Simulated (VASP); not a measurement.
# AlN in VASP: further runs, part 2 of 2

VASP 6.6.1. Earlier steps stand in the parts before.

## (4) Single point, PBE (mode 10 frozen in at -0.038 Å and mode 12 at +0.000 Å (largest displacements))

Input file INCAR:

```
SYSTEM = AlN
ALGO = Normal
EDIFF = 1E-6
ENCUT = 600
GGA = PE
GGA_COMPAT = .FALSE.
ISIF = 2
ISMEAR = 0
LASPH = .TRUE.
LCHARG = .TRUE.
LELF = .TRUE.
LREAL = .FALSE.
LVHAR = .TRUE.
LWAVE = .FALSE.
NBANDS = 16
NELM = 120
PREC = Accurate
SIGMA = 0.05
```

Input file KPOINTS:

```
k-points
0
G
  8 8 6
  0 0 0
```

Input file POSCAR:

```
AlN
1.0
    0.0000000000     -2.0353166207     -2.0353166207
    0.0000000000      2.0353166207     -2.0353166207
    4.0706332413      0.0000000000      0.0000000000
Al N
2 2
Direct
    0.5017581551      0.4982418449      0.0000000000
   -0.0017581551      0.0017581551      0.5000000000
    0.5093351569      0.4906648431      0.5000000000
   -0.0093351569      1.0093351569      0.0000000000
```

Started as:

```bash
cat potpaw_PBE.64/Al/POTCAR potpaw_PBE.64/N/POTCAR > POTCAR
mpirun -np 1 vasp_std > vasp.out
```

Run time: 24 s. Hardware: 1 thread of Intel Xeon 6975P-C, shared host; peak memory 0.18 GiB.

The run converged. Its results:

```
Free energy            : -29.0711 eV
Pressure               : -0.1 GPa
Largest force          : 0.594 eV/Å
Band gap on the k mesh : 4.38 eV
```

Forces in eV/Å, atoms in the order of the input:
```
Al   0.000  0.218  0.000
Al   0.000 -0.218  0.000
N    0.000  0.594  0.000
N    0.000 -0.594  0.000
```

Stress tensor (GPa, compression positive):
```
-0.29  0.00  0.00
 0.00  0.65  0.00
 0.00  0.00 -0.56
```

Levels at points of the mesh, in eV from the valence-band top:
| k point | band 5 | band 6 | band 7 | band 8 | band 9 | band 10 | band 11 | band 12 |
| --- | --- | --- | --- | --- | --- | --- | --- | --- |
| (0.00, 0.00, 0.00) | -2.75 | -0.03 | -0.02 | 0.00 | 4.42 | 5.36 | 5.36 | 11.97 |
| (0.50, 0.00, 0.00) | -4.22 | -3.91 | -1.19 | -1.02 | 8.18 | 8.22 | 10.07 | 10.23 |
| (0.50, 0.50, 0.00) | -2.77 | -2.77 | -2.76 | -2.74 | 4.38 | 4.42 | 5.33 | 5.34 |
| (0.00, 0.00, 0.50) | -1.61 | -1.61 | -1.60 | -1.60 | 7.45 | 7.45 | 7.47 | 7.47 |
| (0.50, 0.00, 0.50) | -1.05 | -1.05 | -1.05 | -1.05 | 6.00 | 6.00 | 10.77 | 10.77 |
| (0.50, 0.50, 0.50) | -5.60 | -5.60 | -3.84 | -3.84 | 7.78 | 7.78 | 10.60 | 10.60 |

Caveat: the cell differs from its parent crystal (mode 10 frozen in at -0.038 Å and mode 12 at +0.000 Å (largest displacements)).

## (5) Single point, PBE (mode 10 frozen in at -0.076 Å and mode 12 at +0.000 Å (largest displacements))

Input file INCAR:

```
PREC     = Accurate       # precision mode
ENCUT    = 600            # plane-wave cutoff, eV
EDIFF    = 1E-6           # SCF threshold, eV
ISMEAR   = 0              # smearing method
SIGMA    = 0.05           # smearing width, eV
LREAL    = F              # projectors in reciprocal space
LASPH    = T              # aspherical terms in the spheres
NELM     = 120            # most SCF steps
ALGO     = Normal         # electronic algorithm
ISIF     = 2              # what is computed and relaxed
LWAVE    = F              # write WAVECAR
LCHARG   = F              # write CHGCAR
GGA      = PE             # functional
NBANDS   = 16             # bands
GGA_COMPAT= F
```

Input file KPOINTS:

```
regular mesh
0
Gamma
  8 8 6
```

Input file POSCAR:

```
AlN
1.0
    0.0000000000     -2.0353166207     -2.0353166207
    0.0000000000      2.0353166207     -2.0353166207
    4.0706332413      0.0000000000      0.0000000000
Al N
2 2
Direct
    0.5035163102      0.4964836898      0.0000000000
   -0.0035163102      0.0035163102      0.5000000000
    0.5186703138      0.4813296862      0.5000000000
   -0.0186703138      1.0186703138      0.0000000000
```

Started as:

```bash
cat potpaw_PBE.64/Al/POTCAR potpaw_PBE.64/N/POTCAR > POTCAR
mpirun -np 1 vasp_std > vasp.out
```

It took 23 s on 1 thread of Intel Xeon 6975P-C, shared host; peak memory 0.18 GiB.

It converged, with:

| Quantity | Value |
| --- | --- |
| Free energy | -28.9976 eV |
| Pressure | 1.1 GPa |
| Largest force | 1.222 eV/Å |
| Band gap on the k mesh | 4.30 eV |

Forces on the atoms (eV/Å):
```
Al   0.000  0.466  0.000
Al   0.000 -0.466  0.000
N    0.000  1.222  0.000
N    0.000 -1.222  0.000
```

Stress tensor (GPa, compression positive):
```
 0.18  0.00  0.00
 0.00  3.93  0.00
 0.00  0.00 -0.92
```

Levels at points of the mesh, in eV from the valence-band top:
```csv
k point,band 6,band 7,band 8,band 9,band 10,band 11
"(0.00, 0.00, 0.00)",-0.13,-0.09,0.00,4.43,5.29,5.43
"(0.50, 0.00, 0.00)",-3.77,-1.31,-0.96,8.10,8.19,9.69
"(0.50, 0.50, 0.00)",-2.84,-2.78,-2.73,4.30,4.44,5.30
"(0.00, 0.00, 0.50)",-1.65,-1.63,-1.63,7.32,7.32,7.44
"(0.50, 0.00, 0.50)",-1.10,-1.08,-1.08,5.97,5.97,10.58
"(0.50, 0.50, 0.50)",-5.63,-3.80,-3.80,7.48,7.48,10.57
```

Caveat: the cell differs from its parent crystal (mode 10 frozen in at -0.076 Å and mode 12 at +0.000 Å (largest displacements)); forces of over 1 eV/Å act on the atoms, so gaps and moduli don't describe the material at rest.

## (6) Single point, PBE (mode 10 frozen in at -0.095 Å and mode 12 at -0.015 Å (largest displacements))

Input file INCAR:

```
SYSTEM = AlN
PREC = Accurate
ENCUT = 600
EDIFF = 1E-6
ISMEAR = 0
SIGMA = 0.05
LREAL = .False.
LASPH = .True.
NELM = 120
ALGO = Normal
ISIF = 2
LWAVE = .False.
LCHARG = .True.
GGA = PE
LELF = .True.
LVHAR = .True.
NBANDS = 16
GGA_COMPAT = .False.
```

Input file KPOINTS:

```
Automatic mesh
0
Gamma
  8 8 6
  0 0 0
```

Input file POSCAR:

```
AlN
1.0
    0.0000000000     -2.0353166207     -2.0353166207
    0.0000000000      2.0353166207     -2.0353166207
    4.0706332413      0.0000000000      0.0000000000
Al N
2 2
Direct
    0.5043953878      0.4956046122      0.0000069276
   -0.0043953878      0.0043953878      0.4999930724
    0.5233378923      0.4766621077      0.4962168048
   -0.0233378923      1.0233378923      0.0037831952
```

Potentials or basis: VASP PAW PBE potentials, release 64 (Al, N).

Started as:

```bash
cat potpaw_PBE.64/Al/POTCAR potpaw_PBE.64/N/POTCAR > POTCAR
mpirun -np 1 vasp_std > vasp.out
```

OUTCAR:

```text
SYSTEM = AlN
   PREC = Accurate
   ENCUT = 600
   EDIFF = 1E-6
   ISMEAR = 0
   LREAL = .False.
   LASPH = .True.
   NELM = 120
   ISIF = 2
   GGA = PE

 ion  position               nearest neighbor table
   1  0.504  0.496  0.000-   4 1.92   3 2.02   4 2.04   4 2.04   3 2.05   4 2.15   2 2.85   2 2.85
                             2 2.88   2 2.88   2 2.88   2 2.88   2 2.90   2 2.90
   2  0.996  0.004  0.500-   3 1.92   4 2.02   3 2.04   3 2.04   4 2.05   3 2.15   1 2.85   1 2.85
                             1 2.88   1 2.88   1 2.88   1 2.88   1 2.90   1 2.90
   3  0.523  0.477  0.496-   2 1.92   1 2.02   2 2.04   2 2.04   1 2.05   2 2.15
   4  0.977  0.023  0.004-   1 1.92   2 2.02   1 2.04   1 2.04   2 2.05   1 2.15

[... 660 lines left out ...]
  -------------------------------------------------------------------------------------
  Total        0.1382210      1.3583935     -0.2447627      0.0521494      0.0000000      0.0000000
  in kB        6.5664183     64.5327593    -11.6278633      2.4774467      0.0000000      0.0000000
  external PRESSURE =      19.8237714 kB  Pullay stress =       0.0000000 kB

 VOLUME and BASIS-vectors are now :
 -----------------------------------------------------------------------------
  energy-cutoff  :      600.00
  volume of cell :       33.73
      direct lattice vectors                 reciprocal lattice vectors
     0.000000000 -2.035316621 -2.035316621     0.000000000 -0.245662024 -0.245662024
     0.000000000  2.035316621 -2.035316621     0.000000000  0.245662024 -0.245662024
     4.070633241  0.000000000  0.000000000     0.245662024  0.000000000  0.000000000

 POSITION                                       TOTAL-FORCE (eV/Angst)
 -----------------------------------------------------------------------------------
      0.00003     -0.01789     -2.03532        -0.004553      0.611409      0.000000
      2.03529     -2.01742     -2.03532         0.004553     -0.611409      0.000000
      2.01992     -0.09500     -2.03532         0.389504      1.559034      0.000000
      0.01540     -1.94032     -2.03532        -0.389504     -1.559034      0.000000
 -----------------------------------------------------------------------------------
    total drift:                               -0.000000     -0.000000      0.000000

  FREE ENERGIE OF THE ION-ELECTRON SYSTEM (eV)
  ---------------------------------------------------
  free  energy   TOTEN  =       -28.9349435455 eV

  energy  without entropy=      -28.9349435455  energy(sigma->0) =      -28.93494355
```

It took 34 s on 1 thread of Intel Xeon 6975P-C, shared host; peak memory 0.19 GiB.

Results:

```yaml
Free_energy: -28.9349 eV
Pressure: 2.0 GPa
Largest_force: 1.607 eV/Å
Band_gap_on_the_k_mesh: 4.23 eV
```

Forces in eV/Å, atoms in the order of the input:
```
Al  -0.005  0.611  0.000
Al   0.005 -0.611  0.000
N    0.390  1.559  0.000
N   -0.390 -1.559  0.000
```

Caveat: the cell differs from its parent crystal (mode 10 frozen in at -0.095 Å and mode 12 at -0.015 Å (largest displacements)); forces of over 1 eV/Å act on the atoms, so gaps and moduli don't describe the material at rest. A k mesh can miss the band edges.
